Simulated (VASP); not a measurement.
# NaF (Fm-3m) in VASP: a series of runs, part 2 of 2

VASP 6.6.1.

### 4 Single point, r2SCAN+rVV10 (volume scaled by 0.98)

Input file POSCAR:

```
NaF
1.0
    0.0000000000      2.2700475036      2.2700475036
    2.2700475036      0.0000000000      2.2700475036
    2.2700475036      2.2700475036      0.0000000000
Na F
1 1
Direct
    0.0000000000      0.0000000000      0.0000000000
    0.5000000000      0.5000000000      0.5000000000
```

Input file INCAR.step1:

```
  PREC = Accurate
  ENCUT = 520
  ISMEAR = 0
  SIGMA = 0.05
  LREAL = F
  LASPH = T
  NELM = 100
  NBANDS = 14
  GGA = PE
  ALGO = Normal
  EDIFF = 1E-4
  LWAVE = T
  LCHARG = F
```

Input file INCAR.step2:

```
  PREC = Accurate
  ENCUT = 520
  EDIFF = 1E-7
  ISMEAR = 0
  SIGMA = 0.05
  LREAL = F
  LASPH = T
  NELM = 100
  ALGO = Normal
  ISIF = 2
  LWAVE = F
  LCHARG = T
  METAGGA = R2SCAN
  LMIXTAU = T
  LUSE_VDW = T
  IVDW_NL = 2
  BPARAM = 11.95
  CPARAM = 0.0093
  LELF = T
  LVHAR = T
  NBANDS = 14
  ISTART = 1
```

Input file KPOINTS:

```
Automatic mesh
0
Gamma
  8 8 8
```

Potentials or basis: VASP PAW PBE potentials, release 64 (Na_pv, F).

On the command line:

```
$ cat potpaw_PBE.64/Na_pv/POTCAR potpaw_PBE.64/F/POTCAR > POTCAR
$ cp INCAR.step1 INCAR
$ mpirun -np 1 vasp_std > vasp.out
$ cp INCAR.step2 INCAR
$ mpirun -np 1 vasp_std > vasp.out
```

OUTCAR:

```text
PREC = Accurate
   ENCUT = 520
   EDIFF = 1E-7
   ISMEAR = 0
   LREAL = F
   LASPH = T
   NELM = 100
   ISIF = 2
   METAGGA = R2SCAN
   IVDW_NL = 2
   BPARAM = 11.95
   ISTART = 1

 ion  position               nearest neighbor table
   1  0.000  0.000  0.000-   2 2.27   2 2.27   2 2.27   2 2.27   2 2.27   2 2.27
   2  0.500  0.500  0.500-   1 2.27   1 2.27   1 2.27   1 2.27   1 2.27   1 2.27

  LATTYP: Found a face centered cubic cell.
 ALAT       =     4.5400950072

  Lattice vectors:

 A1 = (   0.0000000000,   2.2700475036,   2.2700475036)
 A2 = (   2.2700475036,   0.0000000000,   2.2700475036)
 A3 = (   2.2700475036,   2.2700475036,   0.0000000000)

Analysis of symmetry for initial positions (statically):
=====================================================================
 Subroutine PRICEL returns:
 Original cell was already a primitive cell.

 Routine SETGRP: Setting up the symmetry group for a
 face centered cubic supercell.

 Subroutine GETGRP returns: Found 48 space group operations
 (whereof 48 operations were pure point group operations)
 out of a pool of 48 trial point group operations.

The static configuration has the point symmetry O_h .

Analysis of symmetry for dynamics (positions and initial velocities):
=====================================================================
 Subroutine PRICEL returns:
 Original cell was already a primitive cell.

 Routine SETGRP: Setting up the symmetry group for a
 face centered cubic supercell.

 Subroutine GETGRP returns: Found 48 space group operations
 (whereof 48 operations were pure point group operations)
 out of a pool of 48 trial point group operations.

The dynamic configuration has the point symmetry O_h .

 Subroutine INISYM returns: Found 48 space group operations
 (whereof 48 operations are pure point group operations),
 and found     1 'primitive' translations

----------------------------------------------------------------------------------------

                                     Primitive cell

  volume of cell :      23.3956

  direct lattice vectors                    reciprocal lattice vectors
     0.000000000  2.270047504  2.270047504    -0.220259708  0.220259708  0.220259708
     2.270047504  0.000000000  2.270047504     0.220259708 -0.220259708  0.220259708
     2.270047504  2.270047504  0.000000000     0.220259708  0.220259708 -0.220259708

  length of vectors
     3.210331967  3.210331967  3.210331967     0.381501005  0.381501005  0.381501005

  position of ions in fractional coordinates (direct lattice)
     0.000000000  0.000000000  0.000000000
     0.500000000  0.500000000  0.500000000

  ion indices of the primitive-cell ions
   primitive index   ion index
                 1           1
                 2           2

----------------------------------------------------------------------------------------

 KPOINTS: Automatic mesh

Automatic generation of k-mesh.
 Grid dimensions read from file:
 generate k-points for:    8    8    8

 Generating k-lattice:

  Cartesian coordinates                     Fractional coordinates (reciprocal lattice)
    -0.027532463  0.027532463  0.027532463     0.125000000  0.000000000  0.000000000
     0.027532463 -0.027532463  0.027532463     0.000000000  0.125000000  0.000000000
[... 42 lines left out ...]
   total plane-waves  NPLWV =  13824
   dimension x,y,z NGX =    24 NGY =   24 NGZ =   24
   dimension x,y,z NGXF=    48 NGYF=   48 NGZF=   48
   ions per type =               1   1
   NGX,Y,Z   is equivalent  to a cutoff of  12.43, 12.43, 12.43 a.u.
   NGXF,Y,Z  is equivalent  to a cutoff of  24.86, 24.86, 24.86 a.u.
 SYSTEM =  unknown system
   PREC   = accura    normal or accurate (medium, high low for compatibility)
   ISTART =      1    job   : 0-new  1-cont  2-samecut
   ICHARG =      0    charge: 1-file 2-atom 10-const
   ISPIN  =      1    spin polarized calculation?
   LNONCOLLINEAR =      F non collinear calculations
   LSORBIT =      F    spin-orbit coupling
   LASPH  =      T    aspherical Exc in radial PAW
   ENCUT  =  520.0 eV  38.22 Ry    6.18 a.u.   5.97  5.97  5.97*2*pi/ulx,y,z
   NELM   =    100;   NELMIN=  2; NELMDL=  0     # of ELM steps
   EDIFF  = 0.1E-06   stopping-criterion for ELM
   LREAL  =      F    real-space projection
   EDIFFG = 0.1E-05   stopping-criterion for IOM
   NSW    =      0    number of steps for IOM
   IBRION =     -1    ionic relax: 0-MD 1-quasi-New 2-CG
   NFREE  =      0    steps in history (QN), initial steepest desc. (CG)
   ISIF   =      2    stress and relaxation
   ISYM   =      2    0-nonsym 1-usesym 2-fastsym
   POTIM  = 0.5000    time-step for ionic-motion
   TEBEG  =    0.0;   TEEND  =   0.0 temperature during run
   PSTRESS=    0.0 pullay stress
   NELECT =      14.0000    total number of electrons
   NUPDOWN=      -1.0000    fix difference up-down
   EMIN   =  10.00;   EMAX   =-10.00  energy-range for DOS
   EFERMI =   0.00;   METHOD = LEGACY
   ISMEAR =     0;   SIGMA  =   0.05  broadening in eV -4-tet -1-fermi 0-gaus
   EFERMI_NEDOS =   21; number of points for ismear=-14 and -15
   IALGO  =     38    algorithm
   IMIX   =      4    mixing-type and parameters
     AMIX     =   0.40;   BMIX     =  1.00
     AMIX_MAG =   1.60;   BMIX_MAG =  1.00
  volume/ion in A,a.u.               =      11.70        78.94
  Fermi-wavevector in a.u.,A,eV,Ry     =   1.379556  2.606982 25.894252  1.903174
  Thomas-Fermi vector in A             =   2.504514
   LORBIT       =      0    0 simple, 1 ext, 2 COOP (PROOUT), +10 PAW based schemes
   METAGGA = R2SCAN    functional components
   LHFCALC =     F    Hartree Fock is set to
   AEXX    =    0.0000 exact exchange contribution
   IVDW_NL    =     2    kernel type
   BPARAM     =11.9500
   IVDW    =     0    specifies the selected vdW correction
   LEPSILON=     F    determine dielectric tensor
   LRPA    =     F    only Hartree local field effects (RPA)
 non-spin polarized calculation
 Gauss-broadening in eV      SIGMA  =   0.05
  energy-cutoff  :      520.00
  volume of cell :       23.40
 maximum number of plane-waves:       648
   NGX = 11   NGY = 11   NGZ = 11

 number of electron      14.0000006 magnetization

 Free energy of the ion-electron system (eV)
  ---------------------------------------------------
  ext. energy  EPLUGINS =         0.00000000
  ---------------------------------------------------
  free energy    TOTEN  =       -12.09130114 eV

  energy without entropy =      -12.09130114  energy(sigma->0) =      -12.09130114

 E-fermi :  -2.2216     XC(G=0): -10.1659

 val. band max:       -2.4648465475   @ k =   0.0000   0.0000   0.0000
 cond. band min:       4.9856901607   @ k =   0.0000   0.0000   0.0000
 fundamental gap:      7.4505367082
 Fermi energy:        -2.2216199698

 k-point     1 :       0.0000    0.0000    0.0000
  band No.  band energies     occupation
      1     -22.8672      2.00000
      2     -21.7402      2.00000
      3     -21.7398      2.00000
      4     -21.7398      2.00000
      5      -2.4649      2.00000
      6      -2.4648      2.00000
      7      -2.4648      2.00000
      8       4.9857      0.00000
      9      17.6936      0.00000
     10      17.6937      0.00000
     11      17.6937      0.00000
     12      20.4308      0.00000
     13      23.1878      0.00000
     14      23.1878      0.00000
[... 377 lines left out ...]
      1     -23.0642      2.00000
      2     -21.8035      2.00000
      3     -21.7764      2.00000
      4     -21.3614      2.00000
      5      -3.8667      2.00000
      6      -3.0993      2.00000
      7      -2.8474      2.00000
      8      10.5099      0.00000
      9      11.5975      0.00000
     10      16.5485      0.00000
     11      18.3683      0.00000
     12      21.4405      0.00000
     13      22.5160      0.00000
     14      27.7015      0.00000

 [... further k-points ...]

------------------------ aborting loop because EDIFF is reached ----------------------------------------

  FORCE on cell =-STRESS in cart. coord.  units (eV):
  Direction    XX          YY          ZZ          XY          YZ          ZX
  --------------------------------------------------------------------------------------
  -------------------------------------------------------------------------------------
  Total        0.0627030      0.0627030      0.0627030      0.0000000      0.0000000      0.0000000
  in kB        4.2940186      4.2940186      4.2940186      0.0000000      0.0000000      0.0000000
  external PRESSURE =       4.2940186 kB  Pullay stress =       0.0000000 kB

 VOLUME and BASIS-vectors are now :
 -----------------------------------------------------------------------------
  energy-cutoff  :      520.00
  volume of cell :       23.40
      direct lattice vectors                 reciprocal lattice vectors
     0.000000000  2.270047504  2.270047504    -0.220259708  0.220259708  0.220259708
     2.270047504  0.000000000  2.270047504     0.220259708 -0.220259708  0.220259708
     2.270047504  2.270047504  0.000000000     0.220259708  0.220259708 -0.220259708

 POSITION                                       TOTAL-FORCE (eV/Angst)
 -----------------------------------------------------------------------------------
      0.00000      0.00000      0.00000        -0.000000     -0.000000     -0.000000
      2.27005      2.27005      2.27005         0.000000      0.000000      0.000000
 -----------------------------------------------------------------------------------
    total drift:                                0.000000     -0.000000      0.000000

  FREE ENERGIE OF THE ION-ELECTRON SYSTEM (eV)
  ---------------------------------------------------
  free  energy   TOTEN  =       -12.0913011411 eV

  energy  without entropy=      -12.0913011411  energy(sigma->0) =      -12.09130114
```

Run time: 100 s. Hardware: 1 thread of Intel Xeon 8259CL, shared host; peak memory 0.21 GiB.

What came out:

* Free energy: -12.0913 eV
* Pressure: 0.4 GPa
* Band gap on the k mesh: 7.45 eV, direct

Caveat: the cell differs from its parent crystal (volume scaled by 0.98); the PAW data sets were made with another functional, which shifts forces and pressure a little.

### 5 Single point, r2SCAN (volume scaled by 0.96)

Input file POSCAR:

```
NaF
1.0
    0.0000000000      2.2660903051      2.2660903051
    2.2660903051      0.0000000000      2.2660903051
    2.2660903051      2.2660903051      0.0000000000
Na F
1 1
Direct
    0.0000000000      0.0000000000      0.0000000000
    0.5000000000      0.5000000000      0.5000000000
```

Input file INCAR.step1:

```
ALGO = Normal
EDIFF = 1E-4
ENCUT = 520
GGA = PE
ISMEAR = 0
LASPH = T
LCHARG = F
LREAL = F
LWAVE = T
NBANDS = 14
NELM = 100
PREC = Accurate
SIGMA = 0.05
```

Input file INCAR.step2:

```
ALGO = Normal
EDIFF = 1E-6
ENCUT = 520
ISIF = 2
ISMEAR = 0
ISTART = 1
LASPH = T
LCHARG = F
LMIXTAU = T
LREAL = F
LWAVE = F
METAGGA = R2SCAN
NBANDS = 14
NELM = 100
PREC = Accurate
SIGMA = 0.05
```

Input file KPOINTS:

```
k-points
0
Gamma
  8 8 8
```

On the command line:

```
$ cat potpaw_PBE.64/Na_pv/POTCAR potpaw_PBE.64/F/POTCAR > POTCAR
$ cp INCAR.step1 INCAR
$ mpirun -np 1 vasp_std > vasp.out
$ cp INCAR.step2 INCAR
$ mpirun -np 1 vasp_std > vasp.out
```

Run time: 37 s. Hardware: 1 thread of Intel Xeon 8259CL, shared host; peak memory 0.14 GiB.

Results (log left out):

* Free energy: -12.5999 eV
* Pressure: 1.8 GPa
* Band gap on the k mesh: 7.57 eV, direct

Levels at points of the mesh, in eV from the valence-band top:
| k point | band 3 | band 4 | band 5 | band 6 | band 7 | band 8 | band 9 | band 10 | band 11 | band 12 |
| --- | --- | --- | --- | --- | --- | --- | --- | --- | --- | --- |
| (0.00, 0.00, 0.00) | -19.30 | -19.30 | 0.00 | 0.00 | 0.00 | 7.57 | 20.27 | 20.27 | 20.27 | 23.09 |
| (0.50, 0.00, 0.00) | -19.31 | -18.76 | -1.70 | -0.30 | -0.30 | 12.07 | 14.01 | 22.17 | 22.17 | 24.72 |
| (0.50, 0.50, 0.00) | -19.36 | -19.36 | -1.37 | -0.44 | -0.44 | 14.15 | 14.66 | 15.54 | 22.03 | 22.03 |

Caveat: the cell differs from its parent crystal (volume scaled by 0.96); the PAW data sets were made with another functional, which shifts forces and pressure a little.

### 6 Single point, r2SCAN+rVV10

This run uses another cell than the first one, of 11.94 Å³/atom, 0.845 times its volume.

Input file POSCAR:

```
NaF
1.0
    0.0000000000      2.2853861277      2.2853861277
    2.2853861277      0.0000000000      2.2853861277
    2.2853861277      2.2853861277      0.0000000000
Na F
1 1
Direct
    0.0000000000      0.0000000000      0.0000000000
    0.5000000000      0.5000000000      0.5000000000
```

Input file INCAR.step1:

```
PREC = Accurate ; ENCUT = 520
ISMEAR = 0 ; SIGMA = 0.05
LREAL = False ; LASPH = True
NELM = 60 ; NBANDS = 14
GGA = PE ; ALGO = Normal
EDIFF = 1E-4 ; LWAVE = True
LCHARG = False
```

Input file INCAR.step2:

```
PREC = Accurate ; ENCUT = 520
EDIFF = 1E-7 ; ISMEAR = 0
SIGMA = 0.05 ; LREAL = False
LASPH = True ; NELM = 60
ALGO = Normal ; ISIF = 2
LWAVE = False ; LCHARG = False
METAGGA = R2SCAN ; LMIXTAU = True
LUSE_VDW = True ; IVDW_NL = 2
BPARAM = 11.95 ; CPARAM = 0.0093
NBANDS = 14 ; ISTART = 1
```

Input file KPOINTS:

```
Automatic mesh
0
Gamma
  8 8 8
```

Potentials or basis: VASP PAW PBE potentials, release 64 (Na_pv, F).

On the command line:

```
$ cat potpaw_PBE.64/Na_pv/POTCAR potpaw_PBE.64/F/POTCAR > POTCAR
$ cp INCAR.step1 INCAR
$ mpirun -np 1 vasp_std > vasp.out
$ cp INCAR.step2 INCAR
$ mpirun -np 1 vasp_std > vasp.out
```

Wall time 1.7 min (1 thread of Intel Xeon 8259CL, shared host); peak memory 0.21 GiB.

It converged, with:

```yaml
Free_energy: -12.0911 eV
Pressure: -0.9 GPa
Band_gap_on_the_k_mesh: 7.33 eV, direct
```

Levels at points of the mesh, in eV from the valence-band top:
| k point | band 5 | band 6 | band 7 | band 8 | band 9 | band 10 |
| --- | --- | --- | --- | --- | --- | --- |
| (0.00, 0.00, 0.00) | 0.00 | 0.00 | 0.00 | 7.33 | 20.01 | 20.01 |
| (0.50, 0.00, 0.00) | -1.65 | -0.29 | -0.29 | 11.81 | 13.70 | 21.82 |
| (0.50, 0.50, 0.00) | -1.34 | -0.42 | -0.42 | 13.96 | 14.34 | 15.22 |

Caveat: the PAW data sets were made with another functional, which shifts forces and pressure a little. r2SCAN opens gaps a little over a GGA but as a rule still falls short of measured ones.

### 7 Single point, r2SCAN+rVV10 (volume scaled by 1.02)

Input file POSCAR:

```
NaF
1.0
    0.0000000000      2.3005215763      2.3005215763
    2.3005215763      0.0000000000      2.3005215763
    2.3005215763      2.3005215763      0.0000000000
Na F
1 1
Direct
    0.0000000000      0.0000000000      0.0000000000
    0.5000000000      0.5000000000      0.5000000000
```

Input file INCAR.step1:

```
ALGO = Normal
EDIFF = 1E-4
ENCUT = 520
GGA = PE
ISMEAR = 0
LASPH = T
LCHARG = F
LREAL = F
LWAVE = T
NBANDS = 14
NELM = 100
PREC = Accurate
SIGMA = 0.05
```

Input file INCAR.step2:

```
ALGO = Normal
BPARAM = 11.95
CPARAM = 0.0093
EDIFF = 1E-6
ENCUT = 520
ISIF = 2
ISMEAR = 0
ISTART = 1
IVDW_NL = 2
LASPH = T
LCHARG = F
LMIXTAU = T
LREAL = F
LUSE_VDW = T
LWAVE = F
METAGGA = R2SCAN
NBANDS = 14
NELM = 100
PREC = Accurate
SIGMA = 0.05
```

Input file KPOINTS:

```
k-points
0
Gamma
  8 8 8
```

On the command line:

```
$ cat potpaw_PBE.64/Na_pv/POTCAR potpaw_PBE.64/F/POTCAR > POTCAR
$ cp INCAR.step1 INCAR
$ mpirun -np 1 vasp_std > vasp.out
$ cp INCAR.step2 INCAR
$ mpirun -np 1 vasp_std > vasp.out
```

Wall time 69 s (1 thread of Intel Xeon 8259CL, shared host); peak memory 0.21 GiB.

Results (log left out):

- Free energy: -12.0872 eV
- Pressure: -2.0 GPa
- Band gap on the k mesh: 7.21 eV, direct

Levels at points of the mesh, in eV from the valence-band top:
```
           k point  band 3  band 4  band 5  band 6  band 7  band 8  band 9  band 10  band 11  band 12
(0.00, 0.00, 0.00)  -19.40  -19.40    0.00    0.00    0.00    7.21   19.87    19.87    19.87    22.50
(0.50, 0.00, 0.00)  -19.41  -18.88   -1.61   -0.28   -0.28   11.68   13.53    21.59    21.60    24.09
(0.50, 0.50, 0.00)  -19.45  -19.45   -1.30   -0.42   -0.42   13.89   14.16    15.01    21.34    21.34
```

Caveat: the cell differs from its parent crystal (volume scaled by 1.02); the PAW data sets were made with another functional, which shifts forces and pressure a little.

### 8 The runs side by side

| level | cell | gap on the mesh (eV) | pressure (GPa) |
| --- | --- | --- | --- |
| RPBE+D4 | a = 3.418 Å, angles 60.0°, 2 atoms | 5.98 | -1.6 |
| r2SCAN+rVV10 | a = 3.188 Å, angles 60.0°, 2 atoms | 7.58 | 1.8 |
| r2SCAN+rVV10 | a = 3.210 Å, angles 60.0°, 2 atoms | 7.45 | 0.4 |
| r2SCAN | a = 3.205 Å, angles 60.0°, 2 atoms | 7.57 | 1.8 |
| r2SCAN+rVV10 | a = 3.232 Å, angles 60.0°, 2 atoms | 7.33 | -0.9 |
| r2SCAN+rVV10 | a = 3.253 Å, angles 60.0°, 2 atoms | 7.21 | -2.0 |

Alike in all rows: task single point; potentials or basis VASP PAW PBE potentials, release 64 (Na_pv, F); no spin polarisation; k mesh 8 × 8 × 8; cutoff (eV) 520; smearing gaussian 0.05 eV.

Caveats: the PAW data sets were made with another functional, which shifts forces and pressure a little.

Absolute energies hang on the potentials; compare differences alone.
